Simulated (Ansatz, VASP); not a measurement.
## Si2Sn: VASP beside Ansatz

File INCAR:

```
SYSTEM = Si2Sn
  ALGO = Normal
  EDIFF = 1E-6
  ENCUT = 520
  GGA = PE
  ISIF = 2
  ISMEAR = 0
  LASPH = .True.
  LCHARG = .True.
  LELF = .True.
  LREAL = .False.
  LVHAR = .True.
  LWAVE = .False.
  NBANDS = 31
  NELM = 80
  PREC = Accurate
  SIGMA = 0.1
```

Contents of KPOINTS:

```
k-points
0
Gamma
  4 4 4
  0 0 0
```

POSCAR

```
Si2Sn
1.0
    0.0000000000      3.8255114723      3.8255114723
    3.8255114723      0.0000000000      3.8255114723
    3.8255114723      3.8255114723      0.0000000000
Si Sn
4 2
Direct
    0.6250000000      0.6250000000      0.6250000000
    0.1250000000      0.6250000000      0.6250000000
    0.6250000000      0.6250000000      0.1250000000
    0.6250000000      0.1250000000      0.6250000000
    0.0000000000      0.0000000000      0.0000000000
    0.2500000000      0.2500000000      0.2500000000
```

Input for Ansatz:

```yaml
crystal:
  lattice:
    - [0.0, 3.8255114723, 3.8255114723]
    - [3.8255114723, 0.0, 3.8255114723]
    - [3.8255114723, 3.8255114723, 0.0]
  atoms:
    - { symbol: Si, position: [0.625, 0.625, 0.625] }
    - { symbol: Si, position: [0.125, 0.625, 0.625] }
    - { symbol: Si, position: [0.625, 0.625, 0.125] }
    - { symbol: Si, position: [0.625, 0.125, 0.625] }
    - { symbol: Sn, position: [0.0, 0.0, 0.0] }
    - { symbol: Sn, position: [0.25, 0.25, 0.25] }
basis:
  ecutwfc: 420
kpoints:
  mp_grid: { grid: [4, 4, 4] }
hamiltonian:
  xc: pbe
scf:
  occupations: { method: gaussian, width: 0.1 }
  lower_state_search: "off"
output:
  forces: true
  stress: true
  eigenvalues: true
```

Alike in both runs: task single point; functional PBE; k mesh 4 × 4 × 4; occupations gaussian, width 0.1 eV; no spin polarisation.

```csv
,VASP,Ansatz
version,VASP 6.6.1,Ansatz 0.2.0
potentials or method,"VASP PAW PBE potentials, release 64 (Si, Sn_d), cutoff 520 eV","scalar-relativistic, plane waves, PAW"
valence electrons in the cell,44,44
```

|  | VASP | Ansatz | Ansatz less VASP |
| --- | --- | --- | --- |
| gap on the k mesh at the Fermi level (eV) | none | none | - |
| pressure (GPa) | 1.1 | 1.1 | +0.07 |

A gap of «none» marks a metal or a gap that the smearing closes. With one functional, cell and mesh, what is left measures potentials, basis and numerics.
